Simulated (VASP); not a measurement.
A run of VASP 6.6.1 is set up as follows.

INCAR

```
SYSTEM = C
ALGO = Normal
EDIFF = 1E-6
ENCUT = 520
GGA = PE
ISIF = 2
ISMEAR = 0
IVDW = 12
LASPH = .True.
LCHARG = .False.
LREAL = .False.
LWAVE = .False.
NBANDS = 11
NELM = 100
PREC = Accurate
SIGMA = 0.03
```

Contents of KPOINTS:

```
k-points
0
Gamma
  18 18 18
  0 0 0
```

POSCAR

```
C
1.0
    0.0000000000      2.1241398989      3.5395304512
    1.2841729230      0.0000000000      3.5395304512
    1.2841729230      2.1241398989      0.0000000000
C
2
Direct
    0.1666966007      0.8333033993      0.1666966007
    0.8333033993      0.1666966007      0.8333033993
```

Potentials or basis: VASP PAW PBE potentials, release 64 (C).

Run with:

```sh
$ cat potpaw_PBE.64/C/POTCAR > POTCAR
$ mpirun -np 1 vasp_std > vasp.out
```

(1) Predict the largest force.

(2) Estimate the dispersion energy per atom.

(3) What does it give for the pressure?

Answers

(1) 0.364 eV/Å.

(2) -0.145 eV.

(3) -13.0 GPa.

Caveat: the cell stands under tension.
